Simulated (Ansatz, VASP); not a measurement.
# Two plane-wave programs on TiAl3

INCAR

```
  PREC = Accurate
  ENCUT = 520
  EDIFF = 1E-6
  ISMEAR = 0
  SIGMA = 0.15
  LREAL = False
  LASPH = True
  NELM = 60
  ALGO = Fast
  ISIF = 2
  LWAVE = False
  LCHARG = True
  GGA = PE
  LELF = True
  LVHAR = True
  NBANDS = 18
```

KPOINTS

```
regular mesh
0
Gamma
  14 14 14
```

The input POSCAR:

```
TiAl3
1.0
   -1.7110952925      1.7816539410      4.3111351100
    1.7110952925     -1.7816539410      4.3111351100
    1.7110952925      1.7816539410     -4.3111351100
Ti Al
1 3
Direct
    0.0000000000      0.0000000000      0.0000000000
    0.5000000000      0.5000000000      0.0000000000
    0.7500000000      0.2500000000      0.5000000000
    0.2500000000      0.7500000000      0.5000000000
```

Input for Ansatz:

```yaml
crystal:
  lattice:
    - [-1.7110952925, 1.781653941, 4.31113511]
    - [1.7110952925, -1.781653941, 4.31113511]
    - [1.7110952925, 1.781653941, -4.31113511]
  atoms:
    - { symbol: Ti, position: [0.0, 0.0, 0.0] }
    - { symbol: Al, position: [0.5, 0.5, 0.0] }
    - { symbol: Al, position: [0.75, 0.25, 0.5] }
    - { symbol: Al, position: [0.25, 0.75, 0.5] }
basis:
  ecutwfc: 520.0
kpoints:
  mp_grid: { grid: [14, 14, 14] }
hamiltonian:
  xc: pbe
  pseudopotentials: { kind: paw, azcp: { folder: soft_1 } }
scf:
  occupations: { method: gaussian, width: 0.15 }
output:
  forces: true
  stress: true
  eigenvalues: true
```

Change from the starting cell: normal strain along x -0.1100, normal strain along y -0.0733.

Alike in both runs: task single point; functional PBE; k mesh 14 × 14 × 14; occupations gaussian, width 0.15 eV; no spin polarisation.

|  | VASP | Ansatz |
| --- | --- | --- |
| version | VASP 6.6.1 | Ansatz 0.2.0 |
| potentials or method | VASP PAW PBE potentials, release 64 (Ti_sv, Al), cutoff 520 eV | scalar-relativistic, plane waves, PAW |
| valence electrons in the cell | 21 | 21 |

Ansatz gave:

- gap on the k mesh at the Fermi level (eV): none
- pressure (GPa): 31.3
- traceless stress, the component that is largest in VASP (GPa): -20.09
- rms of the force components (eV/Å): 0.008

What did VASP give for the same quantities?

gap on the k mesh at the Fermi level (eV): none; pressure (GPa): 31.3; traceless stress, the component that is largest in VASP (GPa): -20.11; rms of the force components (eV/Å): 0.008.

Atom by atom the forces differ by 0.000 eV/Å (rms over components). A gap of «none» marks a metal or a gap that the smearing closes. Both programs put the cell under a high pressure, so it lies far from rest at this level. The functional is the same, so the differences come from potentials, cutoffs and numerics.
